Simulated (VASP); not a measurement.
A run of VASP 6.6.1 is set up as follows.

The input INCAR:

```
SYSTEM = Al9N
PREC     = Accurate       ! precision mode
ENCUT    = 520            ! plane-wave cutoff, eV
EDIFF    = 1E-6           ! SCF threshold, eV
ISMEAR   = 0              ! smearing method
SIGMA    = 0.1            ! smearing width, eV
LREAL    = .FALSE.        ! projectors in reciprocal space
LASPH    = .TRUE.         ! aspherical terms in the spheres
NELM     = 60             ! most SCF steps
ALGO     = Normal         ! electronic algorithm
ISIF     = 2              ! what is computed and relaxed
LWAVE    = .FALSE.        ! write WAVECAR
LCHARG   = .FALSE.        ! write CHGCAR
LDIPOL   = .TRUE.       
IDIPOL   = 3            
DIPOL    = 0.5 0.5 0.421
GGA      = PE             ! functional
IBRION   = 2              ! ionic algorithm
NSW      = 36             ! ionic steps
EDIFFG   = -0.025         ! ionic threshold
```

KPOINTS

```
regular mesh
0
G
  9 9 1
  0 0 0
```

The input POSCAR:

```
Al9N
1.0
    2.8535431553      0.0000000000      0.0000000000
   -1.4267715776      2.4712408633      0.0000000000
    0.0000000000      0.0000000000     34.2605581613
Al N
9 1
Selective dynamics
Direct
    0.3333333333      0.6666666667      0.1167523302  F F F
    0.0000000000      0.0000000000      0.1852090271  F F F
    0.6666666667      0.3333333333      0.2536657239  F F F
    0.0000000000      0.0000000000      0.3221224208  F F F
    0.3333333333      0.6666666667      0.3899858396  F F F
    0.0000000000      0.0000000000      0.4578168550  F F F
    0.6666666667      0.3333333333      0.5268325041  F F F
    0.0000000000      0.0000000000      0.5950901740  F F F
    0.3333333333      0.6666666667      0.6643370506  F F F
    0.3333333333      1.1666666667      0.6959827782  F F T
```

Potentials or basis: VASP PAW PBE potentials, release 64 (Al, N).

Run with:

```sh
$ cat potpaw_PBE.64/Al/POTCAR potpaw_PBE.64/N/POTCAR > POTCAR
$ mpirun -np 1 vasp_std > vasp.out
```

**Question.** Predict the energy gained by relaxing.

**Answer.** 9.9 meV/atom.

Step by step:
```
step  energy change (eV)  largest force on free atoms (eV/Å)  pressure (GPa)
   1              0.0000                              1.3196            0.81
   2             -0.0703                              0.7960            1.53
   3             -0.0965                              0.2396            1.99
   4             -0.0991                              0.0041            2.27
```

Caveat: the highest band is partly filled, so the run has too few bands.
